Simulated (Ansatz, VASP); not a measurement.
## Cu: VASP beside Ansatz

```
CELL_PARAMETERS angstrom
0.00000 1.78247 2.08014
1.78247 0.00000 2.08014
1.78247 1.78247 0.00000
ATOMIC_POSITIONS crystal
Cu 0.00000 0.00000 0.00000
```

Alike in both runs: task single point; functional PBE; k mesh 24 × 24 × 24; occupations gaussian, width 0.15 eV; no spin polarisation.

|  | VASP | Ansatz |
| --- | --- | --- |
| version | VASP 6.6.1 | Ansatz 0.2.0 |
| potentials or method | VASP PAW PBE potentials, release 64 (Cu), cutoff 520 eV | scalar-relativistic, plane waves, PAW |
| valence electrons in the cell | 11 | 19 |

```csv
,VASP,Ansatz,Ansatz less VASP
gap on the k mesh at the Fermi level (eV),none,none,-
pressure (GPa),-9.5,-10.0,-0.53
"traceless stress, the component that is largest in VASP (GPa)",-6.39,-6.41,-0.023
```

A gap of «none» marks a metal or a gap that the smearing closes. VASP's potentials hold 11 valence electrons a cell and Ansatz's 19, so a difference there can come from the potentials and not from the codes.
